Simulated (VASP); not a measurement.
Set up this calculation in VASP 6.6.1, as the native input.

* Task: single point
* Functional: PBE
* Potentials or basis: VASP PAW PBE potentials, release 64 (Te)
* Cutoff: 520 eV
* k mesh: 8 × 8 × 8
* Occupations: fermi-dirac, width 0.05 eV
* Spin: no spin polarisation
* Dipole correction: no
* Further INCAR settings: ALGO = Normal; EDIFF = 1e-06; NBANDS = 16

The structure of Te lies in POSCAR:

```
Te
1.0
    4.1494180000     -2.3237760000      0.0000000000
    4.1494180000      2.3237760000      0.0000000000
   -0.1278410000      0.0000000000      3.9573500000
Te
3
Direct
    0.6760000000      0.6760000000      0.6750000000
    0.3240000000      0.3240000000      0.3250000000
    0.0000000000      0.0000000000      0.0000000000
```

This cell differs from its parent crystal: equal xx and yy strain of -2 %.

The input as run:

INCAR

```
PREC = Accurate
ENCUT = 520
EDIFF = 1E-6
ISMEAR = -1
SIGMA = 0.05
LREAL = F
LASPH = T
NELM = 60
ALGO = Normal
ISIF = 2
LWAVE = F
LCHARG = T
GGA = PE
LELF = T
LVHAR = T
NBANDS = 16
```

KPOINTS

```
Automatic mesh
0
Gamma
  8 8 8
```

Potentials or basis: VASP PAW PBE potentials, release 64 (Te).

Launch:

```console
$ cat potpaw_PBE.64/Te/POTCAR > POTCAR
$ mpirun -np 1 vasp_std > vasp.out
```

It gave:

```yaml
Pressure: 14.1 GPa
Largest_force: 0.644 eV/Å
Band_gap_on_the_k_mesh: zero (bands 9 and 10 overlap by 3.83 eV)
```

Caveat: the cell differs from its parent crystal (equal xx and yy strain of -2 %); the cell stands under pressure; spin-orbit coupling is left out, which moves the levels of the heavy elements.

Run time: 100 s on 1 thread of Intel Xeon 8259CL (shared host), peak memory 0.28 GiB.
